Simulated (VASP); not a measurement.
# PbSe (Fm-3m) in VASP: further runs

Runs on PbSe. Level: PBEsol. Tasks: electric field gradients.

All numbers are computed with VASP 6.6.1; they aren't measurements. Logs are shortened: lines on timing, memory, paths and dates and some standing lists are left out, and cuts for length are marked.

### 1 The cell of the first run

Symmetry: Fm-3m, No. 225, cubic system. Conventional cell: a = 6.124 Å, b = 6.124 Å, c = 6.124 Å, α = 90.00°, β = 90.00°, γ = 90.00°. Pb (site symmetry m-3m) has 6 Se at 3.06 Å within 4.0 Å. Within 4.0 Å of Se (site symmetry m-3m) lie 6 Pb at 3.06 Å.

### 2 Electric field gradients, PBEsol

Contents of INCAR:

```
SYSTEM = PbSe
PREC = Accurate ; ENCUT = 520
EDIFF = 1E-8 ; ISMEAR = -1
SIGMA = 0.02 ; LREAL = .FALSE.
LASPH = .TRUE. ; NELM = 100
ALGO = Normal ; ISIF = 2
LWAVE = .FALSE. ; LCHARG = .FALSE.
GGA = PS ; LEFG = .TRUE.
NBANDS = 17
```

Contents of KPOINTS:

```
Automatic mesh
0
G
  7 7 7
  0 0 0
```

Contents of POSCAR:

```
PbSe
1.0
    0.0000000000      3.0621500000      3.0621500000
    3.0621500000      0.0000000000      3.0621500000
    3.0621500000      3.0621500000      0.0000000000
Pb Se
1 1
Direct
    0.0000000000      0.0000000000      0.0000000000
    0.5000000000      0.5000000000      0.5000000000
```

Potentials or basis: VASP PAW PBE potentials, release 64 (Pb_d, Se).

Launch:

```
$ cat potpaw_PBE.64/Pb_d/POTCAR potpaw_PBE.64/Se/POTCAR > POTCAR
$ mpirun -np 1 vasp_std > vasp.out
```

OUTCAR:

```text
SYSTEM = PbSe
   PREC = Accurate
   ENCUT = 520
   EDIFF = 1E-8
   ISMEAR = -1
   LREAL = .FALSE.
   LASPH = .TRUE.
   NELM = 100
   ISIF = 2
   GGA = PS

 ion  position               nearest neighbor table
   1  0.000  0.000  0.000-   2 3.06   2 3.06   2 3.06   2 3.06   2 3.06   2 3.06
   2  0.500  0.500  0.500-   1 3.06   1 3.06   1 3.06   1 3.06   1 3.06   1 3.06

  LATTYP: Found a face centered cubic cell.
 ALAT       =     6.1243000000

  Lattice vectors:

 A1 = (   0.0000000000,   3.0621500000,   3.0621500000)
 A2 = (   3.0621500000,   0.0000000000,   3.0621500000)
 A3 = (   3.0621500000,   3.0621500000,   0.0000000000)

Analysis of symmetry for initial positions (statically):
=====================================================================
 Subroutine PRICEL returns:
 Original cell was already a primitive cell.

 Routine SETGRP: Setting up the symmetry group for a
 face centered cubic supercell.

 Subroutine GETGRP returns: Found 48 space group operations
 (whereof 48 operations were pure point group operations)
 out of a pool of 48 trial point group operations.

The static configuration has the point symmetry O_h .

Analysis of symmetry for dynamics (positions and initial velocities):
=====================================================================
 Subroutine PRICEL returns:
 Original cell was already a primitive cell.

 Routine SETGRP: Setting up the symmetry group for a
 face centered cubic supercell.

 Subroutine GETGRP returns: Found 48 space group operations
 (whereof 48 operations were pure point group operations)
 out of a pool of 48 trial point group operations.

The dynamic configuration has the point symmetry O_h .

 Subroutine INISYM returns: Found 48 space group operations
 (whereof 48 operations are pure point group operations),
 and found     1 'primitive' translations

----------------------------------------------------------------------------------------

                                     Primitive cell

  volume of cell :      57.4261

  direct lattice vectors                    reciprocal lattice vectors
     0.000000000  3.062150000  3.062150000    -0.163283967  0.163283967  0.163283967
     3.062150000  0.000000000  3.062150000     0.163283967 -0.163283967  0.163283967
     3.062150000  3.062150000  0.000000000     0.163283967  0.163283967 -0.163283967

  length of vectors
     4.330534060  4.330534060  4.330534060     0.282816127  0.282816127  0.282816127

  position of ions in fractional coordinates (direct lattice)
     0.000000000  0.000000000  0.000000000
     0.500000000  0.500000000  0.500000000

  ion indices of the primitive-cell ions
   primitive index   ion index
                 1           1
                 2           2

----------------------------------------------------------------------------------------

 KPOINTS: Automatic mesh

Automatic generation of k-mesh.
 Grid dimensions read from file:
 generate k-points for:    7    7    7

 Generating k-lattice:

  Cartesian coordinates                     Fractional coordinates (reciprocal lattice)
    -0.023326281  0.023326281  0.023326281     0.142857143  0.000000000  0.000000000
     0.023326281 -0.023326281  0.023326281     0.000000000  0.142857143  0.000000000
     0.023326281  0.023326281 -0.023326281     0.000000000  0.000000000  0.142857143

  Length of vectors
     0.040402304  0.040402304  0.040402304

  Shift w.r.t. Gamma in fractional coordinates (k-lattice)
     0.000000000  0.000000000  0.000000000

 Subroutine IBZKPT returns following result:
 ===========================================

 Found     20 irreducible k-points:

 Following reciprocal coordinates:
            Coordinates               Weight
  0.000000  0.000000  0.000000      1.000000
  0.142857  0.000000  0.000000      8.000000
  0.285714  0.000000  0.000000      8.000000
  0.428571  0.000000  0.000000      8.000000
  0.142857  0.142857  0.000000      6.000000
  0.285714  0.142857  0.000000     24.000000
[... 12 lines left out ...]
 -0.428571  0.428571  0.142857     24.000000
 -0.285714  0.428571  0.142857     24.000000
   k-points           NKPTS =     20   k-points in BZ     NKDIM =     20   number of bands    NBANDS=     17
   number of dos      NEDOS =    301   number of ions     NIONS =      2
   total plane-waves  NPLWV =  32768
   dimension x,y,z NGX =    32 NGY =   32 NGZ =   32
   dimension x,y,z NGXF=    64 NGYF=   64 NGZF=   64
   ions per type =               1   1
   NGX,Y,Z   is equivalent  to a cutoff of  12.28, 12.28, 12.28 a.u.
   NGXF,Y,Z  is equivalent  to a cutoff of  24.57, 24.57, 24.57 a.u.
 SYSTEM =  PbSe
   PREC   = accura    normal or accurate (medium, high low for compatibility)
   ISTART =      0    job   : 0-new  1-cont  2-samecut
   ICHARG =      2    charge: 1-file 2-atom 10-const
   ISPIN  =      1    spin polarized calculation?
   LNONCOLLINEAR =      F non collinear calculations
   LSORBIT =      F    spin-orbit coupling
   LASPH  =      T    aspherical Exc in radial PAW
   ENCUT  =  520.0 eV  38.22 Ry    6.18 a.u.   8.05  8.05  8.05*2*pi/ulx,y,z
   NELM   =    100;   NELMIN=  2; NELMDL= -5     # of ELM steps
   EDIFF  = 0.1E-07   stopping-criterion for ELM
   LREAL  =      F    real-space projection
   EDIFFG = 0.1E-06   stopping-criterion for IOM
   NSW    =      0    number of steps for IOM
   IBRION =     -1    ionic relax: 0-MD 1-quasi-New 2-CG
   NFREE  =      0    steps in history (QN), initial steepest desc. (CG)
   ISIF   =      2    stress and relaxation
   ISYM   =      2    0-nonsym 1-usesym 2-fastsym
   POTIM  = 0.5000    time-step for ionic-motion
   TEBEG  =    0.0;   TEEND  =   0.0 temperature during run
   PSTRESS=    0.0 pullay stress
   NELECT =      20.0000    total number of electrons
   NUPDOWN=      -1.0000    fix difference up-down
   EMIN   =  10.00;   EMAX   =-10.00  energy-range for DOS
   EFERMI =   0.00;   METHOD = LEGACY
   ISMEAR =    -1;   SIGMA  =   0.02  broadening in eV -4-tet -1-fermi 0-gaus
   EFERMI_NEDOS =   21; number of points for ismear=-14 and -15
   IALGO  =     38    algorithm
   IMIX   =      4    mixing-type and parameters
     AMIX     =   0.40;   BMIX     =  1.00
     AMIX_MAG =   1.60;   BMIX_MAG =  1.00
  volume/ion in A,a.u.               =      28.71       193.77
  Fermi-wavevector in a.u.,A,eV,Ry     =   1.151812  2.176610 18.050462  1.326672
  Thomas-Fermi vector in A             =   2.288467
   LORBIT       =      0    0 simple, 1 ext, 2 COOP (PROOUT), +10 PAW based schemes
   GGA     = PS    functional components
   LHFCALC =     F    Hartree Fock is set to
   AEXX    =    0.0000 exact exchange contribution
   IVDW    =     0    specifies the selected vdW correction
   LEPSILON=     F    determine dielectric tensor
   LRPA    =     F    only Hartree local field effects (RPA)
 non-spin polarized calculation
  energy-cutoff  :      520.00
  volume of cell :       57.43
 maximum number of plane-waves:      1564
   NGX = 17   NGY = 17   NGZ = 17

 number of electron      20.0000000 magnetization

 Free energy of the ion-electron system (eV)
  ---------------------------------------------------
  ext. energy  EPLUGINS =         0.00000000
  ---------------------------------------------------
  free energy    TOTEN  =        -8.91888305 eV

  energy without entropy =       -8.91888305  energy(sigma->0) =       -8.91888305

 E-fermi :   5.0180     XC(G=0):  -9.7135

 val. band max:        4.6178963916   @ k =   0.4286   0.0000   0.0000
 cond. band min:       5.4404601550   @ k =   0.4286   0.0000   0.0000
 fundamental gap:      0.8225637634
 Fermi energy:         5.0180065584

 k-point     1 :       0.0000    0.0000    0.0000
  band No.  band energies     occupation
      1     -11.8521      2.00000
      2     -11.8521      2.00000
      3     -11.8521      2.00000
      4     -11.8505      2.00000
      5     -11.8505      2.00000
      6      -8.7044      2.00000
[... 9 lines left out ...]
     16      11.3430      0.00000
     17      12.8982      0.00000

 k-point     2 :       0.1429    0.0000    0.0000
  band No.  band energies     occupation
      1     -11.8556      2.00000
      2     -11.8556      2.00000
      3     -11.8515      2.00000
      4     -11.8456      2.00000
      5     -11.8456      2.00000
      6      -8.5501      2.00000
[... 9 lines left out ...]
     16      11.7826      0.00000
     17      14.2936      0.00000

 k-point     3 :       0.2857    0.0000    0.0000
  band No.  band energies     occupation
      1     -11.8660      2.00000
      2     -11.8660      2.00000
      3     -11.8502      2.00000
      4     -11.8314      2.00000
      5     -11.8314      2.00000
      6      -8.1409      2.00000
[... 9 lines left out ...]
     16      12.8886      0.00000
     17      16.4257      0.00000

 k-point     4 :       0.4286    0.0000    0.0000
  band No.  band energies     occupation
      1     -11.8743      2.00000
      2     -11.8743      2.00000
      3     -11.8494      2.00000
      4     -11.8200      2.00000
      5     -11.8200      2.00000
      6      -7.7080      2.00000
[... 9 lines left out ...]
     16      14.4854      0.00000
     17      15.5669      0.00000

 k-point     5 :       0.1429    0.1429    0.0000
  band No.  band energies     occupation
      1     -11.8646      2.00000
      2     -11.8557      2.00000
      3     -11.8470      2.00000
      4     -11.8440      2.00000
      5     -11.8440      2.00000
      6      -8.4956      2.00000
[... 9 lines left out ...]
     16      12.6006      0.00000
     17      13.6395      0.00000

 k-point     6 :       0.2857    0.1429    0.0000
  band No.  band energies     occupation
      1     -11.8814      2.00000
      2     -11.8553      2.00000
      3     -11.8523      2.00000
      4     -11.8354      2.00000
      5     -11.8294      2.00000
      6      -8.1637      2.00000
[... 9 lines left out ...]
     16      13.6780      0.00000
     17      15.2210      0.00000
[... 201 lines left out ...]
 k-point    17 :       0.4286    0.2857    0.1429
  band No.  band energies     occupation
      1     -11.9025      2.00000
      2     -11.8542      2.00000
      3     -11.8537      2.00000
      4     -11.8255      2.00000
      5     -11.8242      2.00000
      6      -7.8020      2.00000
[... 9 lines left out ...]
     16      14.7239      0.00000
     17      15.5282      0.00000

 k-point    18 :      -0.4286    0.2857    0.1429
  band No.  band energies     occupation
      1     -11.9150      2.00000
      2     -11.8593      2.00000
      3     -11.8443      2.00000
      4     -11.8298      2.00000
      5     -11.8160      2.00000
      6      -7.4497      2.00000
[... 9 lines left out ...]
     16      15.2300      0.00000
     17      16.2726      0.00000

 k-point    19 :      -0.4286    0.4286    0.1429
  band No.  band energies     occupation
      1     -11.9523      2.00000
      2     -11.8586      2.00000
      3     -11.8437      2.00000
      4     -11.8195      2.00000
      5     -11.8091      2.00000
      6      -7.3160      2.00000
[... 9 lines left out ...]
     16      16.2081      0.00000
     17      17.0424      0.00000

 k-point    20 :      -0.2857    0.4286    0.1429
  band No.  band energies     occupation
      1     -11.9403      2.00000
      2     -11.8523      2.00000
      3     -11.8443      2.00000
      4     -11.8324      2.00000
      5     -11.8092      2.00000
      6      -7.2611      2.00000
[... 9 lines left out ...]
     16      16.4237      0.00000
     17      16.8967      0.00000

------------------------ aborting loop because EDIFF is reached ----------------------------------------

  FORCE on cell =-STRESS in cart. coord.  units (eV):
  Direction    XX          YY          ZZ          XY          YZ          ZX
  --------------------------------------------------------------------------------------
  -------------------------------------------------------------------------------------
  Total       -0.2233489     -0.2233489     -0.2233489      0.0000000      0.0000000      0.0000000
  in kB       -6.2313906     -6.2313906     -6.2313906      0.0000000      0.0000000      0.0000000
  external PRESSURE =      -6.2313906 kB  Pullay stress =       0.0000000 kB

 VOLUME and BASIS-vectors are now :
 -----------------------------------------------------------------------------
  energy-cutoff  :      520.00
  volume of cell :       57.43
      direct lattice vectors                 reciprocal lattice vectors
     0.000000000  3.062150000  3.062150000    -0.163283967  0.163283967  0.163283967
     3.062150000  0.000000000  3.062150000     0.163283967 -0.163283967  0.163283967
     3.062150000  3.062150000  0.000000000     0.163283967  0.163283967 -0.163283967

 POSITION                                       TOTAL-FORCE (eV/Angst)
 -----------------------------------------------------------------------------------
      0.00000      0.00000      0.00000         0.000000      0.000000     -0.000000
      3.06215      3.06215      3.06215        -0.000000     -0.000000      0.000000
 -----------------------------------------------------------------------------------
    total drift:                                0.000000     -0.000000     -0.000000

  FREE ENERGIE OF THE ION-ELECTRON SYSTEM (eV)
  ---------------------------------------------------
  free  energy   TOTEN  =        -8.9188830531 eV

  energy  without entropy=       -8.9188830530  energy(sigma->0) =       -8.91888305

 Electric field gradients (V/A^2)
---------------------------------------------------------------------
 ion       V_xx      V_yy      V_zz      V_xy      V_xz      V_yz
---------------------------------------------------------------------
   1       0.000     0.000    -0.000     0.000     0.000     0.000
   2      -0.000     0.000     0.000     0.000     0.000     0.000
---------------------------------------------------------------------

 Electric field gradients after diagonalization (V/A^2)
 (convention: |V_zz| > |V_xx| > |V_yy|)
----------------------------------------------------------------------
 ion       V_xx      V_yy      V_zz     asymmetry (V_yy - V_xx)/ V_zz
----------------------------------------------------------------------
   1      -0.000    -0.000     0.001       0.000
   2      -0.000    -0.000     0.000       0.000
----------------------------------------------------------------------

           NMR quadrupolar parameters

 Cq : quadrupolar parameter    Cq=e*Q*V_zz/h
 eta: asymmetry parameters     (V_yy - V_xx)/ V_zz
 Q  : nuclear electric quadrupole moment in mb (millibarn)
----------------------------------------------------------------------
 ion       Cq(MHz)       eta       Q (mb)
----------------------------------------------------------------------
   1       0.000       0.000       1.000
   2       0.000       0.000       1.000
----------------------------------------------------------------------
```

It took 9.4 s on 1 thread of AMD EPYC 9R45 (Zen 5), shared host; peak memory 0.15 GiB.

Results:

* Free energy: -8.9189 eV
* Pressure: -0.6 GPa

Caveat: this odd mesh misses L, where the gap lies, so gap, dielectric constants and Born charges aren't listed; without QUAD_EFG the Cq values of the log hold for a quadrupole moment of 1 mb, not for the nuclei; the PAW data sets were made with another functional, which shifts forces and pressure a little; spin-orbit coupling is left out, which moves the levels of the heavy elements.

(Part 1 of 3 ends here.)
